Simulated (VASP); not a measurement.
# Bi (I4/mmm) in VASP: single point with LDA

Aim: the single point of Bi with LDA.

Program: VASP 6.6.1. These are calculated values, not measurements. Logs are shortened: lines on timing, memory, paths and dates and some standing lists are left out, and cuts for length are marked.

## 1. The cell of the first run

Symmetry: I4/mmm, No. 139, tetragonal system. Conventional cell: a = 4.093 Å, b = 4.093 Å, c = 8.732 Å, α = 90.00°, β = 90.00°, γ = 90.00°. Within 5.4 Å of Bi (site symmetry 4/mmm) lie 12 Bi at 4.09 to 5.24 Å.

## 2. Single point, LDA

The input, INCAR:

```
PREC = Accurate
ENCUT = 520
EDIFF = 1E-6
ISMEAR = -1
SIGMA = 0.1
LREAL = False
LASPH = True
NELM = 80
ALGO = Normal
ISIF = 2
LWAVE = False
LCHARG = True
LELF = True
LVHAR = True
NBANDS = 14
```

The input, KPOINTS:

```
Automatic mesh
0
Gamma
  8 8 8
```

The input, POSCAR:

```
Bi
1.0
   -2.0462790000      2.0462790000      4.3658290000
    2.0462790000     -2.0462790000      4.3658290000
    2.0462790000      2.0462790000     -4.3658290000
Bi
1
Direct
    0.0000000000      0.0000000000      0.0000000000
```

Potentials or basis: VASP PAW LDA potentials, release 64 (Bi_d).

On the command line:

```bash
cat potpaw_LDA.64/Bi_d/POTCAR > POTCAR
mpirun -np 1 vasp_std > vasp.out
```

OUTCAR:

```text
PREC = Accurate
   ENCUT = 520
   EDIFF = 1E-6
   ISMEAR = -1
   LREAL = False
   LASPH = True
   NELM = 80
   ISIF = 2

 ion  position               nearest neighbor table
   1  0.000  0.000  0.000-

  LATTYP: Found a body centered tetragonal cell.
 ALAT       =     4.0925580000
 C/A-ratio  =     2.1335453279

  Lattice vectors:

 A1 = (  -2.0462790000,   2.0462790000,   4.3658290000)
 A2 = (   2.0462790000,  -2.0462790000,   4.3658290000)
 A3 = (   2.0462790000,   2.0462790000,  -4.3658290000)

Analysis of symmetry for initial positions (statically):
=====================================================================
 Subroutine PRICEL returns:
 Original cell was already a primitive cell.

 Routine SETGRP: Setting up the symmetry group for a
 body centered tetragonal supercell.

 Subroutine GETGRP returns: Found 16 space group operations
 (whereof 16 operations were pure point group operations)
 out of a pool of 16 trial point group operations.

The static configuration has the point symmetry D_4h.

Analysis of symmetry for dynamics (positions and initial velocities):
=====================================================================
 Subroutine PRICEL returns:
 Original cell was already a primitive cell.

 Routine SETGRP: Setting up the symmetry group for a
 body centered tetragonal supercell.

 Subroutine GETGRP returns: Found 16 space group operations
 (whereof 16 operations were pure point group operations)
 out of a pool of 16 trial point group operations.

The dynamic configuration has the point symmetry D_4h.

 Subroutine INISYM returns: Found 16 space group operations
 (whereof 16 operations are pure point group operations),
 and found     1 'primitive' translations

----------------------------------------------------------------------------------------

                                     Primitive cell

  volume of cell :      73.1234

  direct lattice vectors                    reciprocal lattice vectors
    -2.046279000  2.046279000  4.365829000     0.000000000  0.244345957  0.114525787
     2.046279000 -2.046279000  4.365829000     0.244345957  0.000000000  0.114525787
     2.046279000  2.046279000 -4.365829000     0.244345957  0.244345957  0.000000000

  length of vectors
     5.237841001  5.237841001  5.237841001     0.269853854  0.269853854  0.345557366

  position of ions in fractional coordinates (direct lattice)
     0.000000000  0.000000000  0.000000000

  ion indices of the primitive-cell ions
   primitive index   ion index
                 1           1

----------------------------------------------------------------------------------------

 KPOINTS: Automatic mesh

Automatic generation of k-mesh.
 Grid dimensions read from file:
 generate k-points for:    8    8    8

 Generating k-lattice:

  Cartesian coordinates                     Fractional coordinates (reciprocal lattice)
     0.000000000  0.030543245  0.014315723     0.125000000 -0.000000000  0.000000000
     0.030543245  0.000000000  0.014315723    -0.000000000  0.125000000  0.000000000
     0.030543245  0.030543245  0.000000000     0.000000000  0.000000000  0.125000000

  Length of vectors
     0.033731732  0.033731732  0.043194671

  Shift w.r.t. Gamma in fractional coordinates (k-lattice)
     0.000000000  0.000000000  0.000000000

 Subroutine IBZKPT returns following result:
 ===========================================

 Found     59 irreducible k-points:

 Following reciprocal coordinates:
            Coordinates               Weight
  0.000000  0.000000  0.000000      1.000000
  0.125000 -0.000000  0.000000      8.000000
  0.250000 -0.000000  0.000000      8.000000
  0.375000  0.000000 -0.000000      8.000000
  0.500000 -0.000000  0.000000      4.000000
  0.125000  0.125000  0.000000      8.000000
[... 16 lines left out ...]
  0.250000  0.125000  0.125000     16.000000
  0.375000  0.125000  0.125000      8.000000
 [... further k-points ...]
   k-points           NKPTS =     59   k-points in BZ     NKDIM =     59   number of bands    NBANDS=     14
   number of dos      NEDOS =    301   number of ions     NIONS =      1
   total plane-waves  NPLWV =  64000
   dimension x,y,z NGX =    40 NGY =   40 NGZ =   40
   dimension x,y,z NGXF=    80 NGYF=   80 NGZF=   80
   ions per type =               1
   NGX,Y,Z   is equivalent  to a cutoff of  12.70, 12.70, 12.70 a.u.
   NGXF,Y,Z  is equivalent  to a cutoff of  25.39, 25.39, 25.39 a.u.
 SYSTEM =  unknown system
   PREC   = accura    normal or accurate (medium, high low for compatibility)
   ISTART =      0    job   : 0-new  1-cont  2-samecut
   ICHARG =      2    charge: 1-file 2-atom 10-const
   ISPIN  =      1    spin polarized calculation?
   LNONCOLLINEAR =      F non collinear calculations
   LSORBIT =      F    spin-orbit coupling
   LASPH  =      T    aspherical Exc in radial PAW
   ENCUT  =  520.0 eV  38.22 Ry    6.18 a.u.   9.74  9.74  9.74*2*pi/ulx,y,z
   NELM   =     80;   NELMIN=  2; NELMDL= -5     # of ELM steps
   EDIFF  = 0.1E-05   stopping-criterion for ELM
   LREAL  =      F    real-space projection
   EDIFFG = 0.1E-04   stopping-criterion for IOM
   NSW    =      0    number of steps for IOM
   IBRION =     -1    ionic relax: 0-MD 1-quasi-New 2-CG
   NFREE  =      0    steps in history (QN), initial steepest desc. (CG)
   ISIF   =      2    stress and relaxation
   ISYM   =      2    0-nonsym 1-usesym 2-fastsym
   POTIM  = 0.5000    time-step for ionic-motion
   TEBEG  =    0.0;   TEEND  =   0.0 temperature during run
   PSTRESS=    0.0 pullay stress
   NELECT =      15.0000    total number of electrons
   NUPDOWN=      -1.0000    fix difference up-down
   EMIN   =  10.00;   EMAX   =-10.00  energy-range for DOS
   EFERMI =   0.00;   METHOD = LEGACY
   ISMEAR =    -1;   SIGMA  =   0.10  broadening in eV -4-tet -1-fermi 0-gaus
   EFERMI_NEDOS =   21; number of points for ismear=-14 and -15
   IALGO  =     38    algorithm
   IMIX   =      4    mixing-type and parameters
     AMIX     =   0.40;   BMIX     =  1.00
     AMIX_MAG =   1.60;   BMIX_MAG =  1.00
  volume/ion in A,a.u.               =      73.12       493.46
  Fermi-wavevector in a.u.,A,eV,Ry     =   0.965502  1.824534 12.683267  0.932194
  Thomas-Fermi vector in A             =   2.095224
   LORBIT       =      0    0 simple, 1 ext, 2 COOP (PROOUT), +10 PAW based schemes
   GGA     = CA    functional components
   LHFCALC =     F    Hartree Fock is set to
   AEXX    =    0.0000 exact exchange contribution
   IVDW    =     0    specifies the selected vdW correction
   LEPSILON=     F    determine dielectric tensor
   LRPA    =     F    only Hartree local field effects (RPA)
 non-spin polarized calculation
  energy-cutoff  :      520.00
  volume of cell :       73.12
 maximum number of plane-waves:      1984
   NGX = 19   NGY = 19   NGZ = 19

 number of electron      15.0000000 magnetization

 Free energy of the ion-electron system (eV)
  ---------------------------------------------------
  ext. energy  EPLUGINS =         0.00000000
  ---------------------------------------------------
  free energy    TOTEN  =        -2.48172842 eV

  energy without entropy =       -2.40663865  energy(sigma->0) =       -2.44418353

 E-fermi :   0.3075     XC(G=0):  -6.9700

 val. band max:        0.2803199837   @ k =   0.2500   0.2500   0.0000
 cond. band min:       0.3439998805   @ k =   0.3750   0.1250   0.0000
 fundamental gap:      0.0636798969
 Fermi energy:         0.3074935486

 k-point     1 :       0.0000    0.0000    0.0000
  band No.  band energies     occupation
      1     -22.5006      2.00000
      2     -22.4744      2.00000
      3     -22.4744      2.00000
      4     -22.4415      2.00000
      5     -22.4194      2.00000
      6     -10.2373      2.00000
      7       0.6924      0.04172
      8       2.0686      0.00000
      9       2.0686      0.00000
     10       3.5805      0.00000
     11       7.3039      0.00000
     12       7.7485      0.00000
     13       9.3857      0.00000
     14       9.6689      0.00000

 k-point     2 :       0.1250   -0.0000    0.0000
  band No.  band energies     occupation
      1     -22.4996      2.00000
      2     -22.4753      2.00000
      3     -22.4743      2.00000
      4     -22.4387      2.00000
      5     -22.4203      2.00000
      6     -10.1745      2.00000
      7       0.5545      0.15592
      8       1.2173      0.00022
      9       2.1159      0.00000
     10       4.2573      0.00000
     11       7.3906      0.00000
     12       7.9434      0.00000
     13       8.5017      0.00000
     14       9.8552      0.00000

 k-point     3 :       0.2500   -0.0000    0.0000
  band No.  band energies     occupation
      1     -22.4975      2.00000
      2     -22.4774      2.00000
      3     -22.4739      2.00000
      4     -22.4316      2.00000
      5     -22.4224      2.00000
      6     -10.0137      2.00000
      7      -0.2730      1.99399
      8       0.5955      0.10629
      9       2.2362      0.00000
     10       4.9636      0.00000
     11       6.9269      0.00000
     12       7.8464      0.00000
     13      10.1353      0.00000
     14      10.3109      0.00000
[... 324 lines left out ...]
 k-point    23 :       0.2500    0.1250    0.1250
  band No.  band energies     occupation
      1     -22.4915      2.00000
      2     -22.4793      2.00000
      3     -22.4768      2.00000
      4     -22.4279      2.00000
      5     -22.4154      2.00000
      6      -9.6536      2.00000
      7      -0.8664      1.99998
      8       0.3700      0.69709
      9       0.7178      0.03251
     10       5.5449      0.00000
     11       6.4991      0.00000
     12       7.2833      0.00000
     13       9.9212      0.00000
     14      10.8431      0.00000

 k-point    24 :       0.3750    0.1250    0.1250
  band No.  band energies     occupation
      1     -22.4907      2.00000
      2     -22.4801      2.00000
      3     -22.4767      2.00000
      4     -22.4289      2.00000
      5     -22.4124      2.00000
      6      -9.5800      2.00000
      7      -1.1867      2.00000
      8       0.5033      0.24745
      9       0.6253      0.08003
     10       5.3538      0.00000
     11       6.2125      0.00000
     12       7.9784      0.00000
     13       9.5411      0.00000
     14      11.0152      0.00000

 [... further k-points ...]

------------------------ aborting loop because EDIFF is reached ----------------------------------------

  FORCE on cell =-STRESS in cart. coord.  units (eV):
  Direction    XX          YY          ZZ          XY          YZ          ZX
  --------------------------------------------------------------------------------------
  -------------------------------------------------------------------------------------
  Total       -3.4593279     -3.4593279     -1.6190201      0.0000000      0.0000000      0.0000000
  in kB      -75.7959340    -75.7959340    -35.4736936      0.0000000      0.0000000      0.0000000
  external PRESSURE =     -62.3551872 kB  Pullay stress =       0.0000000 kB

 VOLUME and BASIS-vectors are now :
 -----------------------------------------------------------------------------
  energy-cutoff  :      520.00
  volume of cell :       73.12
      direct lattice vectors                 reciprocal lattice vectors
    -2.046279000  2.046279000  4.365829000     0.000000000  0.244345957  0.114525787
     2.046279000 -2.046279000  4.365829000     0.244345957  0.000000000  0.114525787
     2.046279000  2.046279000 -4.365829000     0.244345957  0.244345957  0.000000000

 POSITION                                       TOTAL-FORCE (eV/Angst)
 -----------------------------------------------------------------------------------
      0.00000      0.00000      0.00000        -0.000000      0.000000      0.000000
 -----------------------------------------------------------------------------------
    total drift:                                0.000000      0.000000     -0.000000

  FREE ENERGIE OF THE ION-ELECTRON SYSTEM (eV)
  ---------------------------------------------------
  free  energy   TOTEN  =        -2.4817284166 eV

  energy  without entropy=       -2.4066386458  energy(sigma->0) =       -2.44418353
```

Wall time 56 s (1 thread of Intel Xeon Platinum 8259CL at 2.50GHz (Skylake/Cascade Lake), shared host); peak memory 0.22 GiB.

Results:

* Free energy: -2.4817 eV
* Pressure: -6.2 GPa
* Band gap on the k mesh: zero (an odd number of electrons rules out a gap without spin polarisation)

Caveat: the cell stands under tension; spin-orbit coupling is left out, which moves the levels of the heavy elements.
